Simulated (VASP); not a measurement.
Input of a VASP 6.6.1 run:

INCAR

```
PREC = Accurate ; ENCUT = 520
EDIFF = 1E-7 ; ISMEAR = 0
SIGMA = 0.1 ; LREAL = F
LASPH = T ; NELM = 60
ALGO = Fast ; ISIF = 2
LWAVE = F ; LCHARG = F
GGA = PE ; NBANDS = 34
```

The input KPOINTS:

```
Automatic mesh
0
Gamma
  4 4 4
```

POSCAR

```
Cs2Na
1.0
    0.0000000000      4.8289238216      4.8289238216
    4.8289238216      0.0000000000      4.8289238216
    4.8289238216      4.8289238216      0.0000000000
Cs Na
4 2
Direct
    0.6250000000      0.6250000000      0.6250000000
    0.1250000000      0.6250000000      0.6250000000
    0.6250000000      0.6250000000      0.1250000000
    0.6250000000      0.1250000000      0.6250000000
    0.0000000000      0.0000000000      0.0000000000
    0.2500000000      0.2500000000      0.2500000000
```

Potentials or basis: VASP PAW PBE potentials, release 64 (Cs_sv, Na_pv).

The run is started by

```sh
$ cat potpaw_PBE.64/Cs_sv/POTCAR potpaw_PBE.64/Na_pv/POTCAR > POTCAR
$ mpirun -np 1 vasp_std > vasp.out
```

Task: Estimate the band gap on the k mesh.

Result: Zero (band 25 reaches 4.31 eV, above the bottom of band 26 at 2.91 eV).

Task: What does it give for the pressure?

Result: 6.8 GPa.

Caveat: spin-orbit coupling is left out, which moves the levels of the heavy elements.
